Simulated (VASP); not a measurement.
Input of a VASP 6.6.1 run:

The input INCAR:

```
PREC     = Accurate       # precision mode
ENCUT    = 520            # plane-wave cutoff, eV
EDIFF    = 1E-7           # SCF threshold, eV
ISMEAR   = 0              # smearing method
SIGMA    = 0.1            # smearing width, eV
LREAL    = False          # projectors in reciprocal space
LASPH    = True           # aspherical terms in the spheres
NELM     = 80             # most SCF steps
ALGO     = Fast           # electronic algorithm
ISIF     = 2              # what is computed and relaxed
LWAVE    = False          # write WAVECAR
LCHARG   = False          # write CHGCAR
GGA      = PE             # functional
NBANDS   = 25             # bands
```

File KPOINTS:

```
Automatic mesh
0
Gamma
  16 16 16
```

POSCAR

```
Os3Pd
1.0
   -1.9225916350      1.9225916350      3.9079913709
    1.9225916350     -1.9225916350      3.9079913709
    1.9225916350      1.9225916350     -3.9079913709
Pd Os
1 3
Direct
    0.0000000000      0.0000000000      0.0000000000
    0.5000000000      0.5000000000      0.0000000000
    0.2500000000      0.7500000000      0.5000000000
    0.7500000000      0.2500000000      0.5000000000
```

Potentials or basis: VASP PAW PBE potentials, release 64 (Pd, Os).

Run with:

```console
$ cat potpaw_PBE.64/Pd/POTCAR potpaw_PBE.64/Os/POTCAR > POTCAR
$ mpirun -np 1 vasp_std > vasp.out
```

(1) Predict the pressure.

(2) Predict the band gap on the k mesh.

Answers

(1) -0.4 GPa.

(2) zero (bands 17 and 18 overlap by 1.95 eV).

Caveat: spin-orbit coupling is left out, which moves the levels of the heavy elements.
